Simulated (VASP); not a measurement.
# KBr (R3m) in VASP: a series of runs

The runs below take KBr through single point, with PBE.

Everything below comes from runs of VASP 6.6.1. Logs are shortened: lines on timing, memory, paths and dates and some standing lists are left out, and cuts for length are marked.

## Step 1: The cell of the first run

The structure is trigonal, space group R3m (No. 160). The conventional cell has a = 5.268 Å, b = 5.268 Å, c = 13.001 Å, α = 90.00°, β = 90.00°, γ = 120.00°. K (site symmetry 3m) has 4 Br at 3.23 Å within 4.3 Å. Br (site symmetry 3m) has 4 K at 3.23 Å within 4.3 Å.

## Step 2: Single point, PBE

Input file INCAR:

```
ALGO = Normal ; EDIFF = 1E-7
ENCUT = 520 ; GGA = PE
ISIF = 2 ; ISMEAR = 0
LASPH = True ; LCHARG = False
LREAL = False ; LWAVE = False
NBANDS = 15 ; NELM = 80
PREC = Accurate ; SIGMA = 0.1
```

Input file KPOINTS:

```
k-points
0
Gamma
  6 6 6
```

Input file POSCAR:

```
KBr
1.0
    2.6339589900      1.5207169300      4.3336891200
   -2.6339589900      1.5207169300      4.3336891200
    0.0000000000     -3.0414338600      4.3336891200
K Br
1 1
Direct
    0.2487566200      0.2487566200      0.2487566200
    0.0000000000      0.0000000000      0.0000000000
```

Potentials or basis: VASP PAW PBE potentials, release 64 (K_sv, Br).

Launch:

```bash
> cat potpaw_PBE.64/K_sv/POTCAR potpaw_PBE.64/Br/POTCAR > POTCAR
> mpirun -np 1 vasp_std > vasp.out
```

OUTCAR:

```text
EDIFF = 1E-7
   ENCUT = 520
   GGA = PE
   ISIF = 2
   ISMEAR = 0
   LASPH = True
   LREAL = False
   NELM = 80
   PREC = Accurate

 ion  position               nearest neighbor table
   1  0.249  0.249  0.249-   2 3.23   2 3.23   2 3.23   2 3.23
   2  0.000  0.000  0.000-   1 3.23   1 3.23   1 3.23   1 3.23

  LATTYP: Found a trigonal (rhomboedric) cell.
 ALAT       =     5.2944481611
 COS(alpha) =     0.5049983896

  Lattice vectors:

 A1 = (   2.6339589900,   1.5207169300,   4.3336891200)
 A2 = (  -2.6339589900,   1.5207169300,   4.3336891200)
 A3 = (   0.0000000000,  -3.0414338600,   4.3336891200)

Analysis of symmetry for initial positions (statically):
=====================================================================
 Subroutine PRICEL returns:
 Original cell was already a primitive cell.

 Routine SETGRP: Setting up the symmetry group for a
 trigonal (rhombohedral) supercell.

 Subroutine GETGRP returns: Found  6 space group operations
 (whereof  6 operations were pure point group operations)
 out of a pool of 12 trial point group operations.

The static configuration has the point symmetry C_3v.

Analysis of symmetry for dynamics (positions and initial velocities):
=====================================================================
 Subroutine PRICEL returns:
 Original cell was already a primitive cell.

 Routine SETGRP: Setting up the symmetry group for a
 trigonal (rhombohedral) supercell.

 Subroutine GETGRP returns: Found  6 space group operations
 (whereof  6 operations were pure point group operations)
 out of a pool of 12 trial point group operations.

The dynamic configuration has the point symmetry C_3v.

 Subroutine INISYM returns: Found  6 space group operations
 (whereof  6 operations are pure point group operations),
 and found     1 'primitive' translations

----------------------------------------------------------------------------------------

                                     Primitive cell

  volume of cell :     104.1517

  direct lattice vectors                    reciprocal lattice vectors
     2.633958990  1.520716930  4.333689120     0.189828316  0.109597430  0.076916762
    -2.633958990  1.520716930  4.333689120    -0.189828316  0.109597430  0.076916762
     0.000000000 -3.041433860  4.333689120     0.000000000 -0.219194859  0.076916762

  length of vectors
     5.294448161  5.294448161  5.294448159     0.232298460  0.232298460  0.232298460

  position of ions in fractional coordinates (direct lattice)
     0.248756620  0.248756620  0.248756620
     0.000000000  0.000000000  0.000000000

  ion indices of the primitive-cell ions
   primitive index   ion index
                 1           1
                 2           2

----------------------------------------------------------------------------------------

 KPOINTS: k-points

Automatic generation of k-mesh.
 Grid dimensions read from file:
 generate k-points for:    6    6    6

 Generating k-lattice:

  Cartesian coordinates                     Fractional coordinates (reciprocal lattice)
     0.031638053  0.018266238  0.012819460     0.166666667  0.000000000  0.000000000
    -0.031638053  0.018266238  0.012819460     0.000000000  0.166666667  0.000000000
     0.000000000 -0.036532477  0.012819460     0.000000000  0.000000000  0.166666667

  Length of vectors
     0.038716410  0.038716410  0.038716410

  Shift w.r.t. Gamma in fractional coordinates (k-lattice)
     0.000000000  0.000000000  0.000000000

 Subroutine IBZKPT returns following result:
 ===========================================

 Found     32 irreducible k-points:

 Following reciprocal coordinates:
            Coordinates               Weight
  0.000000  0.000000  0.000000      1.000000
  0.166667  0.000000  0.000000      6.000000
  0.333333 -0.000000  0.000000      6.000000
  0.500000  0.000000 -0.000000      3.000000
  0.166667  0.166667  0.000000      6.000000
  0.333333  0.166667  0.000000     12.000000
[... 16 lines left out ...]
  0.500000  0.500000  0.166667      6.000000
 -0.333333  0.500000  0.166667     12.000000
 [... further k-points ...]
   k-points           NKPTS =     32   k-points in BZ     NKDIM =     32   number of bands    NBANDS=     15
   number of dos      NEDOS =    301   number of ions     NIONS =      2
   total plane-waves  NPLWV =  64000
   dimension x,y,z NGX =    40 NGY =   40 NGZ =   40
   dimension x,y,z NGXF=    80 NGYF=   80 NGZF=   80
   ions per type =               1   1
   NGX,Y,Z   is equivalent  to a cutoff of  12.56, 12.56, 12.56 a.u.
   NGXF,Y,Z  is equivalent  to a cutoff of  25.12, 25.12, 25.12 a.u.
 SYSTEM =  unknown system
   PREC   = accura    normal or accurate (medium, high low for compatibility)
   ISTART =      0    job   : 0-new  1-cont  2-samecut
   ICHARG =      2    charge: 1-file 2-atom 10-const
   ISPIN  =      1    spin polarized calculation?
   LNONCOLLINEAR =      F non collinear calculations
   LSORBIT =      F    spin-orbit coupling
   LASPH  =      T    aspherical Exc in radial PAW
   ENCUT  =  520.0 eV  38.22 Ry    6.18 a.u.   9.84  9.84  9.84*2*pi/ulx,y,z
   NELM   =     80;   NELMIN=  2; NELMDL= -5     # of ELM steps
   EDIFF  = 0.1E-06   stopping-criterion for ELM
   LREAL  =      F    real-space projection
   EDIFFG = 0.1E-05   stopping-criterion for IOM
   NSW    =      0    number of steps for IOM
   IBRION =     -1    ionic relax: 0-MD 1-quasi-New 2-CG
   NFREE  =      0    steps in history (QN), initial steepest desc. (CG)
   ISIF   =      2    stress and relaxation
   ISYM   =      2    0-nonsym 1-usesym 2-fastsym
   POTIM  = 0.5000    time-step for ionic-motion
   TEBEG  =    0.0;   TEEND  =   0.0 temperature during run
   PSTRESS=    0.0 pullay stress
   NELECT =      16.0000    total number of electrons
   NUPDOWN=      -1.0000    fix difference up-down
   EMIN   =  10.00;   EMAX   =-10.00  energy-range for DOS
   EFERMI =   0.00;   METHOD = LEGACY
   ISMEAR =     0;   SIGMA  =   0.10  broadening in eV -4-tet -1-fermi 0-gaus
   EFERMI_NEDOS =   21; number of points for ismear=-14 and -15
   IALGO  =     38    algorithm
   IMIX   =      4    mixing-type and parameters
     AMIX     =   0.40;   BMIX     =  1.00
     AMIX_MAG =   1.60;   BMIX_MAG =  1.00
  volume/ion in A,a.u.               =      52.08       351.43
  Fermi-wavevector in a.u.,A,eV,Ry     =   0.876784  1.656882 10.459485  0.768750
  Thomas-Fermi vector in A             =   1.996642
   LORBIT       =      0    0 simple, 1 ext, 2 COOP (PROOUT), +10 PAW based schemes
   GGA     = PE    functional components
   LHFCALC =     F    Hartree Fock is set to
   AEXX    =    0.0000 exact exchange contribution
   IVDW    =     0    specifies the selected vdW correction
   LEPSILON=     F    determine dielectric tensor
   LRPA    =     F    only Hartree local field effects (RPA)
 non-spin polarized calculation
 Gauss-broadening in eV      SIGMA  =   0.10
  energy-cutoff  :      520.00
  volume of cell :      104.15
 maximum number of plane-waves:      2824
   NGX = 19   NGY = 19   NGZ = 19

 number of electron      16.0000002 magnetization

 Free energy of the ion-electron system (eV)
  ---------------------------------------------------
  ext. energy  EPLUGINS =         0.00000000
  ---------------------------------------------------
  free energy    TOTEN  =        -6.03727669 eV

  energy without entropy =       -6.03727669  energy(sigma->0) =       -6.03727669

 E-fermi :  -2.6304     XC(G=0):  -5.8245

 val. band max:       -3.2063658223   @ k =   0.5000   0.5000   0.5000
 cond. band min:       1.0051241480   @ k =   0.0000   0.0000   0.0000
 fundamental gap:      4.2114899703
 Fermi energy:        -2.6303828978

 k-point     1 :       0.0000    0.0000    0.0000
  band No.  band energies     occupation
      1     -31.1007      2.00000
      2     -15.0721      2.00000
      3     -14.5931      2.00000
      4     -14.5931      2.00000
      5     -14.5920      2.00000
      6      -3.2292      2.00000
      7      -3.2181      2.00000
      8      -3.2181      2.00000
      9       1.0051      0.00000
     10       5.3386      0.00000
     11       5.3386      0.00000
     12       6.2717      0.00000
     13       6.2717      0.00000
     14       6.2924      0.00000
     15       6.8588      0.00000

 k-point     2 :       0.1667    0.0000    0.0000
  band No.  band energies     occupation
      1     -31.1004      2.00000
      2     -15.1335      2.00000
      3     -14.5945      2.00000
      4     -14.5935      2.00000
      5     -14.5260      2.00000
      6      -3.3303      2.00000
      7      -3.2247      2.00000
      8      -3.2162      2.00000
      9       1.4206      0.00000
     10       5.0851      0.00000
     11       5.1033      0.00000
     12       5.8969      0.00000
     13       6.2689      0.00000
     14       6.6967      0.00000
     15       6.7190      0.00000

 k-point     3 :       0.3333   -0.0000    0.0000
  band No.  band energies     occupation
      1     -31.0998      2.00000
      2     -15.2262      2.00000
      3     -14.5972      2.00000
      4     -14.5962      2.00000
      5     -14.4226      2.00000
      6      -3.5091      2.00000
      7      -3.2189      2.00000
      8      -3.2129      2.00000
      9       2.3636      0.00000
     10       4.6206      0.00000
     11       4.9042      0.00000
     12       4.9522      0.00000
     13       6.2608      0.00000
     14       6.4511      0.00000
     15       6.4918      0.00000

 k-point     4 :       0.5000    0.0000   -0.0000
  band No.  band energies     occupation
      1     -31.0996      2.00000
      2     -15.2643      2.00000
      3     -14.5986      2.00000
      4     -14.5975      2.00000
      5     -14.3793      2.00000
      6      -3.5825      2.00000
      7      -3.2163      2.00000
      8      -3.2116      2.00000
      9       3.2116      0.00000
     10       3.6653      0.00000
     11       4.8871      0.00000
     12       4.9541      0.00000
     13       6.2775      0.00000
     14       6.3022      0.00000
     15       6.7597      0.00000
[... 307 lines left out ...]
 k-point    22 :      -0.1667    0.3333    0.1667
  band No.  band energies     occupation
      1     -31.0995      2.00000
      2     -15.2741      2.00000
      3     -14.6073      2.00000
      4     -14.6008      2.00000
      5     -14.3563      2.00000
      6      -3.5088      2.00000
      7      -3.3039      2.00000
      8      -3.2251      2.00000
      9       2.9272      0.00000
     10       3.9470      0.00000
     11       4.7609      0.00000
     12       5.3989      0.00000
     13       6.3737      0.00000
     14       6.5960      0.00000
     15       6.8686      0.00000

 k-point    23 :       0.5000    0.5000    0.1667
  band No.  band energies     occupation
      1     -31.0993      2.00000
      2     -15.2980      2.00000
      3     -14.6075      2.00000
      4     -14.6040      2.00000
      5     -14.3266      2.00000
      6      -3.5628      2.00000
      7      -3.2849      2.00000
      8      -3.2231      2.00000
      9       2.9481      0.00000
     10       3.8914      0.00000
     11       4.9820      0.00000
     12       5.7294      0.00000
     13       6.3462      0.00000
     14       6.5601      0.00000
     15       6.6263      0.00000

 k-point    24 :      -0.3333    0.5000    0.1667
  band No.  band energies     occupation
      1     -31.0992      2.00000
      2     -15.3073      2.00000
      3     -14.6097      2.00000
      4     -14.6057      2.00000
      5     -14.3129      2.00000
      6      -3.5292      2.00000
      7      -3.3297      2.00000
      8      -3.2378      2.00000
      9       3.0086      0.00000
     10       3.9220      0.00000
     11       5.4094      0.00000
     12       5.5730      0.00000
     13       5.9986      0.00000
     14       6.2640      0.00000
     15       6.8779      0.00000

 [... further k-points ...]
[... 5 lines left out ...]
  --------------------------------------------------------------------------------------
  -------------------------------------------------------------------------------------
  Total       -0.0442853     -0.0442853     -0.0631767      0.0000000     -0.0000000      0.0000000
  in kB       -0.6812463     -0.6812463     -0.9718541      0.0000000     -0.0000000      0.0000000
  external PRESSURE =      -0.7781156 kB  Pullay stress =       0.0000000 kB

 VOLUME and BASIS-vectors are now :
 -----------------------------------------------------------------------------
  energy-cutoff  :      520.00
  volume of cell :      104.15
      direct lattice vectors                 reciprocal lattice vectors
     2.633958990  1.520716930  4.333689120     0.189828316  0.109597430  0.076916762
    -2.633958990  1.520716930  4.333689120    -0.189828316  0.109597430  0.076916762
     0.000000000 -3.041433860  4.333689120     0.000000000 -0.219194859  0.076916762

 POSITION                                       TOTAL-FORCE (eV/Angst)
 -----------------------------------------------------------------------------------
      0.00000      0.00000      3.23410         0.000000      0.000000      0.002432
      0.00000      0.00000      0.00000         0.000000      0.000000     -0.002432
 -----------------------------------------------------------------------------------
    total drift:                                0.000000     -0.000000      0.000004

  FREE ENERGIE OF THE ION-ELECTRON SYSTEM (eV)
  ---------------------------------------------------
  free  energy   TOTEN  =        -6.0372766860 eV

  energy  without entropy=       -6.0372766860  energy(sigma->0) =       -6.03727669
```

Wall time 22 s (1 thread of Intel Xeon 6975P-C (Granite Rapids), shared host); peak memory 0.25 GiB.

Results:

| Quantity | Value |
| --- | --- |
| Free energy | -6.0373 eV |
| Pressure | -0.1 GPa |
| Band gap on the k mesh | 4.21 eV (least direct gap 4.22 eV) |

Forces on the atoms (eV/Å):
```
K    0.000  0.000  0.002
Br   0.000  0.000 -0.002
```

Levels at points of the mesh, in eV from the valence-band top:
```csv
k point,band 6,band 7,band 8,band 9,band 10,band 11
"(0.00, 0.00, 0.00)",-0.02,-0.01,-0.01,4.21,8.54,8.54
"(0.50, 0.00, 0.00)",-0.38,-0.01,-0.01,6.42,6.87,8.09
"(0.50, 0.50, 0.00)",-0.41,-0.03,-0.02,6.03,7.12,8.68
"(0.50, 0.50, 0.50)",-0.38,0.00,0.00,6.41,6.85,8.14
```

## Step 3: Single point, PBE

This run uses another cell than the first one, of 51.49 Å³/atom.

Input file INCAR:

```
SYSTEM = KBr
PREC = Accurate
ENCUT = 520
EDIFF = 1E-6
ISMEAR = 0
SIGMA = 0.02
LREAL = .False.
LASPH = .True.
NELM = 60
ALGO = Normal
ISIF = 2
LWAVE = .False.
LCHARG = .True.
GGA = PE
LELF = .True.
LVHAR = .True.
NBANDS = 15
```

Input file KPOINTS:

```
regular mesh
0
Gamma
  6 6 6
  0 0 0
```

Input file POSCAR:

```
KBr
1.0
    2.6267850596      1.5165750612      4.3085620995
   -2.6267850596      1.5165750612      4.3085620995
    0.0000000000     -3.0331501225      4.3085620995
K Br
1 1
Direct
    0.2490185519      0.2490185519      0.2490185519
   -0.0002619319     -0.0002619319     -0.0002619319
```

Potentials or basis: VASP PAW PBE potentials, release 64 (K_sv, Br).

Launch:

```bash
> cat potpaw_PBE.64/K_sv/POTCAR potpaw_PBE.64/Br/POTCAR > POTCAR
> mpirun -np 1 vasp_std > vasp.out
```

Run time: 21 s. Hardware: 1 thread of Intel Xeon 6975P-C (Granite Rapids), shared host; peak memory 0.26 GiB.

It converged, with:

```
Free energy            : -6.0374 eV
Pressure               : 0.0 GPa
Band gap on the k mesh : 4.23 eV (least direct gap 4.25 eV)
```

Levels at points of the mesh, in eV from the valence-band top:
```tsv
k point	band 6	band 7	band 8	band 9	band 10	band 11
(0.00, 0.00, 0.00)	-0.02	-0.01	-0.01	4.23	8.57	8.57
(0.50, 0.00, 0.00)	-0.38	-0.01	0.00	6.45	6.90	8.13
(0.50, 0.50, 0.00)	-0.42	-0.03	-0.02	6.04	7.14	8.76
(0.50, 0.50, 0.50)	-0.38	0.00	0.00	6.45	6.89	8.16
```

## Step 4: Single point, PBE

This run uses another cell than the first one, of 51.49 Å³/atom.

Input file INCAR:

```
ALGO = Normal
EDIFF = 1E-6
ENCUT = 520
GGA = PE
ISIF = 2
ISMEAR = 0
LASPH = T
LCHARG = T
LELF = T
LREAL = F
LVHAR = T
LWAVE = F
NBANDS = 15
NELM = 60
PREC = Accurate
SIGMA = 0.02
```

Input file KPOINTS:

```
k-points
0
Gamma
  6 6 6
```

POSCAR is that of step 3.

Launch:

```bash
> cat potpaw_PBE.64/K_sv/POTCAR potpaw_PBE.64/Br/POTCAR > POTCAR
> mpirun -np 1 vasp_std > vasp.out
```

It took 20 s on 1 thread of Intel Xeon 6975P-C (Granite Rapids), shared host; peak memory 0.26 GiB.

The run converged. Its results:

* Free energy: -6.0374 eV
* Pressure: 0.0 GPa
* Band gap on the k mesh: 4.23 eV (least direct gap 4.25 eV)

Levels at points of the mesh, in eV from the valence-band top:
```tsv
k point	band 5	band 6	band 7	band 8	band 9	band 10	band 11	band 12
(0.00, 0.00, 0.00)	-11.35	-0.02	-0.01	-0.01	4.23	8.57	8.57	9.52
(0.50, 0.00, 0.00)	-11.14	-0.38	-0.01	0.00	6.45	6.90	8.13	8.17
(0.50, 0.50, 0.00)	-11.07	-0.42	-0.03	-0.02	6.04	7.14	8.76	9.38
(0.50, 0.50, 0.50)	-11.14	-0.38	0.00	0.00	6.45	6.89	8.16	8.16
```

A k mesh can miss the band edges.

(Part 1 of 2 ends here.)
